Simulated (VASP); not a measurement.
# C (Fd-3m) in VASP: single point with LDA

Aim: the single point of C with LDA.

Program: VASP 6.6.1. These are calculated values, not measurements. Logs are shortened: lines on timing, memory, paths and dates and some standing lists are left out, and cuts for length are marked.

## Step 1: The cell of the first run

Symmetry: Fd-3m, No. 227, cubic system. Conventional cell: a = 3.560 Å, b = 3.560 Å, c = 3.560 Å, α = 90.00°, β = 90.00°, γ = 90.00°. C (site symmetry -43m) has 4 C at 1.54 Å within 2.1 Å.

## Step 2: Single point, LDA (strained cell)

The input, INCAR:

```
SYSTEM = C
PREC = Accurate ; ENCUT = 1300
EDIFF = 1E-6 ; ISMEAR = 0
SIGMA = 0.02 ; LREAL = .FALSE.
LASPH = .TRUE. ; NELM = 120
ALGO = Normal ; ISIF = 2
LWAVE = .FALSE. ; LCHARG = .FALSE.
NBANDS = 11 ; GGA_COMPAT = .FALSE.
```

The input, KPOINTS:

```
regular mesh
0
G
  12 12 12
  0 0 0
```

The input, POSCAR:

```
C
1.0
    0.0000000000      1.7801381715      1.7801381715
    1.7801381715      0.0000000000      1.7801381715
    1.7801381715      1.7801381715      0.0000000000
C
2
Direct
    0.5000000000      0.5000000000      0.5000000000
    0.7500000000      0.7500000000      0.7500000000
```

Potentials or basis: VASP PAW LDA potentials, release 64 (C_h).

Launch:

```sh
$ cat potpaw_LDA.64/C_h/POTCAR > POTCAR
$ mpirun -np 1 vasp_std > vasp.out
```

OUTCAR:

```text
SYSTEM = C
   PREC = Accurate
   ENCUT = 1300
   EDIFF = 1E-6
   ISMEAR = 0
   LREAL = .FALSE.
   LASPH = .TRUE.
   NELM = 120
   ISIF = 2

 ion  position               nearest neighbor table
   1  0.500  0.500  0.500-
   2  0.750  0.750  0.750-

  LATTYP: Found a face centered cubic cell.
 ALAT       =     3.5602763430

  Lattice vectors:

 A1 = (   0.0000000000,   1.7801381715,   1.7801381715)
 A2 = (   1.7801381715,   0.0000000000,   1.7801381715)
 A3 = (   1.7801381715,   1.7801381715,   0.0000000000)

Analysis of symmetry for initial positions (statically):
=====================================================================
 Subroutine PRICEL returns:
 Original cell was already a primitive cell.

 Routine SETGRP: Setting up the symmetry group for a
 face centered cubic supercell.

 Subroutine GETGRP returns: Found 48 space group operations
 (whereof 24 operations were pure point group operations)
 out of a pool of 48 trial point group operations.

The static configuration has the point symmetry T_d .
 The point group associated with its full space group is O_h .

Analysis of symmetry for dynamics (positions and initial velocities):
=====================================================================
 Subroutine PRICEL returns:
 Original cell was already a primitive cell.

 Routine SETGRP: Setting up the symmetry group for a
 face centered cubic supercell.

 Subroutine GETGRP returns: Found 48 space group operations
 (whereof 24 operations were pure point group operations)
 out of a pool of 48 trial point group operations.

The dynamic configuration has the point symmetry T_d .
 The point group associated with its full space group is O_h .

 Subroutine INISYM returns: Found 48 space group operations
 (whereof 24 operations are pure point group operations),
 and found     1 'primitive' translations

----------------------------------------------------------------------------------------

                                     Primitive cell

  volume of cell :      11.2821

  direct lattice vectors                    reciprocal lattice vectors
     0.000000000  1.780138171  1.780138171    -0.280877073  0.280877073  0.280877073
     1.780138171  0.000000000  1.780138171     0.280877073 -0.280877073  0.280877073
     1.780138171  1.780138171  0.000000000     0.280877073  0.280877073 -0.280877073

  length of vectors
     2.517495545  2.517495545  2.517495545     0.486493362  0.486493362  0.486493362

  position of ions in fractional coordinates (direct lattice)
     0.500000000  0.500000000  0.500000000
     0.750000000  0.750000000  0.750000000

  ion indices of the primitive-cell ions
   primitive index   ion index
                 1           1
                 2           2

----------------------------------------------------------------------------------------

 KPOINTS: regular mesh

Automatic generation of k-mesh.
 Grid dimensions read from file:
 generate k-points for:   12   12   12

 Generating k-lattice:

  Cartesian coordinates                     Fractional coordinates (reciprocal lattice)
    -0.023406423  0.023406423  0.023406423     0.083333333  0.000000000  0.000000000
     0.023406423 -0.023406423  0.023406423     0.000000000  0.083333333  0.000000000
     0.023406423  0.023406423 -0.023406423     0.000000000  0.000000000  0.083333333

  Length of vectors
     0.040541113  0.040541113  0.040541113

  Shift w.r.t. Gamma in fractional coordinates (k-lattice)
     0.000000000  0.000000000  0.000000000

 Subroutine IBZKPT returns following result:
 ===========================================

 Found     72 irreducible k-points:

 Following reciprocal coordinates:
            Coordinates               Weight
  0.000000  0.000000  0.000000      1.000000
  0.083333  0.000000  0.000000      8.000000
  0.166667  0.000000  0.000000      8.000000
  0.250000  0.000000  0.000000      8.000000
  0.333333  0.000000  0.000000      8.000000
  0.416667  0.000000  0.000000      8.000000
[... 16 lines left out ...]
  0.500000  0.166667  0.000000     24.000000
 -0.416667  0.166667  0.000000     24.000000
 [... further k-points ...]
   k-points           NKPTS =     72   k-points in BZ     NKDIM =     72   number of bands    NBANDS=     11
   number of dos      NEDOS =    301   number of ions     NIONS =      2
   total plane-waves  NPLWV =  27000
   dimension x,y,z NGX =    30 NGY =   30 NGZ =   30
   dimension x,y,z NGXF=    60 NGYF=   60 NGZF=   60
   ions per type =               2
   NGX,Y,Z   is equivalent  to a cutoff of  19.81, 19.81, 19.81 a.u.
   NGXF,Y,Z  is equivalent  to a cutoff of  39.62, 39.62, 39.62 a.u.
 SYSTEM =  C
   PREC   = accura    normal or accurate (medium, high low for compatibility)
   ISTART =      0    job   : 0-new  1-cont  2-samecut
   ICHARG =      2    charge: 1-file 2-atom 10-const
   ISPIN  =      1    spin polarized calculation?
   LNONCOLLINEAR =      F non collinear calculations
   LSORBIT =      F    spin-orbit coupling
   LASPH  =      T    aspherical Exc in radial PAW
   ENCUT  = 1300.0 eV  95.55 Ry    9.77 a.u.   7.40  7.40  7.40*2*pi/ulx,y,z
   NELM   =    120;   NELMIN=  2; NELMDL= -5     # of ELM steps
   EDIFF  = 0.1E-05   stopping-criterion for ELM
   LREAL  =      F    real-space projection
   EDIFFG = 0.1E-04   stopping-criterion for IOM
   NSW    =      0    number of steps for IOM
   IBRION =     -1    ionic relax: 0-MD 1-quasi-New 2-CG
   NFREE  =      0    steps in history (QN), initial steepest desc. (CG)
   ISIF   =      2    stress and relaxation
   ISYM   =      2    0-nonsym 1-usesym 2-fastsym
   POTIM  = 0.5000    time-step for ionic-motion
   TEBEG  =    0.0;   TEEND  =   0.0 temperature during run
   PSTRESS=    0.0 pullay stress
   NELECT =       8.0000    total number of electrons
   NUPDOWN=      -1.0000    fix difference up-down
   EMIN   =  10.00;   EMAX   =-10.00  energy-range for DOS
   EFERMI =   0.00;   METHOD = LEGACY
   ISMEAR =     0;   SIGMA  =   0.02  broadening in eV -4-tet -1-fermi 0-gaus
   EFERMI_NEDOS =   21; number of points for ismear=-14 and -15
   IALGO  =     38    algorithm
   IMIX   =      4    mixing-type and parameters
     AMIX     =   0.40;   BMIX     =  1.00
     AMIX_MAG =   1.60;   BMIX_MAG =  1.00
  volume/ion in A,a.u.               =       5.64        38.07
  Fermi-wavevector in a.u.,A,eV,Ry     =   1.459848  2.758714 28.996159  2.131158
  Thomas-Fermi vector in A             =   2.576367
   LORBIT       =      0    0 simple, 1 ext, 2 COOP (PROOUT), +10 PAW based schemes
   GGA     = CA    functional components
   LHFCALC =     F    Hartree Fock is set to
   AEXX    =    0.0000 exact exchange contribution
   IVDW    =     0    specifies the selected vdW correction
   LEPSILON=     F    determine dielectric tensor
   LRPA    =     F    only Hartree local field effects (RPA)
 non-spin polarized calculation
 Gauss-broadening in eV      SIGMA  =   0.02
  energy-cutoff  :     1300.00
  volume of cell :       11.28
 maximum number of plane-waves:      1243
 NGX is ok and might be reduce to    30
   NGX = 15   NGY = 15   NGZ = 15

 number of electron       8.0000000 magnetization

 Free energy of the ion-electron system (eV)
  ---------------------------------------------------
  ext. energy  EPLUGINS =         0.00000000
  ---------------------------------------------------
  free energy    TOTEN  =       -20.26012771 eV

  energy without entropy =      -20.26012771  energy(sigma->0) =      -20.26012771

 E-fermi :  11.0379     XC(G=0): -13.6769

 val. band max:       10.9514846014   @ k =   0.0000   0.0000   0.0000
 cond. band min:      15.0900032330   @ k =   0.3333   0.3333   0.0000
 fundamental gap:      4.1385186316
 Fermi energy:        11.0379238181

 k-point     1 :       0.0000    0.0000    0.0000
  band No.  band energies     occupation
      1     -10.4407      2.00000
      2      10.9515      2.00000
      3      10.9515      2.00000
      4      10.9515      2.00000
      5      16.5101      0.00000
      6      16.5101      0.00000
      7      16.5101      0.00000
      8      24.6248      0.00000
      9      30.0286      0.00000
     10      37.6322      0.00000
     11      37.6322      0.00000

 k-point     2 :       0.0833    0.0000    0.0000
  band No.  band energies     occupation
      1     -10.2479      2.00000
      2       9.7341      2.00000
      3      10.6278      2.00000
      4      10.6278      2.00000
      5      16.9332      0.00000
      6      16.9332      0.00000
      7      17.2342      0.00000
      8      24.7526      0.00000
      9      30.3382      0.00000
     10      35.3566      0.00000
     11      35.3566      0.00000

 k-point     3 :       0.1667    0.0000    0.0000
  band No.  band energies     occupation
      1      -9.6719      2.00000
      2       7.2173      2.00000
      3       9.9255      2.00000
      4       9.9255      2.00000
      5      17.8505      0.00000
      6      17.8505      0.00000
      7      18.3678      0.00000
      8      25.1168      0.00000
      9      30.9865      0.00000
     10      33.7410      0.00000
     11      33.7410      0.00000
[... 267 lines left out ...]
 k-point    23 :       0.5000    0.1667    0.0000
  band No.  band energies     occupation
      1      -4.6357      2.00000
      2      -1.0540      2.00000
      3       5.9874      2.00000
      4       6.9724      2.00000
      5      18.0114      0.00000
      6      21.6191      0.00000
      7      22.2954      0.00000
      8      25.1160      0.00000
      9      30.8401      0.00000
     10      34.5891      0.00000
     11      37.4445      0.00000

 k-point    24 :      -0.4167    0.1667    0.0000
  band No.  band energies     occupation
      1      -4.1817      2.00000
      2      -1.5943      2.00000
      3       5.4959      2.00000
      4       7.3536      2.00000
      5      18.4495      0.00000
      6      21.1318      0.00000
      7      22.2746      0.00000
      8      26.2570      0.00000
      9      30.1658      0.00000
     10      35.0647      0.00000
     11      35.2961      0.00000

 [... further k-points ...]

------------------------ aborting loop because EDIFF is reached ----------------------------------------

  FORCE on cell =-STRESS in cart. coord.  units (eV):
  Direction    XX          YY          ZZ          XY          YZ          ZX
  --------------------------------------------------------------------------------------
  -------------------------------------------------------------------------------------
  Total       -0.6999846     -0.6999846     -0.6999846     -0.0000000     -0.0000000     -0.0000000
  in kB      -99.4049329    -99.4049329    -99.4049329     -0.0000000     -0.0000000     -0.0000000
  external PRESSURE =     -99.4049329 kB  Pullay stress =       0.0000000 kB

 VOLUME and BASIS-vectors are now :
 -----------------------------------------------------------------------------
  energy-cutoff  :     1300.00
  volume of cell :       11.28
      direct lattice vectors                 reciprocal lattice vectors
     0.000000000  1.780138171  1.780138171    -0.280877073  0.280877073  0.280877073
     1.780138171  0.000000000  1.780138171     0.280877073 -0.280877073  0.280877073
     1.780138171  1.780138171  0.000000000     0.280877073  0.280877073 -0.280877073

 POSITION                                       TOTAL-FORCE (eV/Angst)
 -----------------------------------------------------------------------------------
      1.78014      1.78014      1.78014        -0.000000     -0.000000     -0.000000
      2.67021      2.67021      2.67021         0.000000      0.000000      0.000000
 -----------------------------------------------------------------------------------
    total drift:                                0.000000     -0.000000     -0.000000

  FREE ENERGIE OF THE ION-ELECTRON SYSTEM (eV)
  ---------------------------------------------------
  free  energy   TOTEN  =       -20.2601277071 eV

  energy  without entropy=      -20.2601277071  energy(sigma->0) =      -20.26012771
```

Wall time 13 s (1 thread of AMD EPYC 9R45 (Zen 5), shared host); peak memory 0.12 GiB.

Results:

| Item | Value |
| --- | --- |
| Free energy | -20.2601 eV |
| Pressure | -9.9 GPa |
| Band gap on the k mesh | 4.14 eV (least direct gap 5.56 eV) |

Levels at points of the mesh, in eV from the valence-band top:
```tsv
k point	band 1	band 2	band 3	band 4	band 5	band 6	band 7	band 8
(0.00, 0.00, 0.00)	-21.39	0.00	0.00	0.00	5.56	5.56	5.56	13.67
(0.50, 0.00, 0.00)	-15.52	-13.42	-2.80	-2.80	8.41	8.41	9.08	15.45
(0.50, 0.50, 0.00)	-12.65	-12.65	-6.33	-6.33	4.72	4.72	16.70	16.70
```

Caveat: the cell differs from its parent crystal (strained cell); the cell stands under tension. A k mesh can miss the band edges.
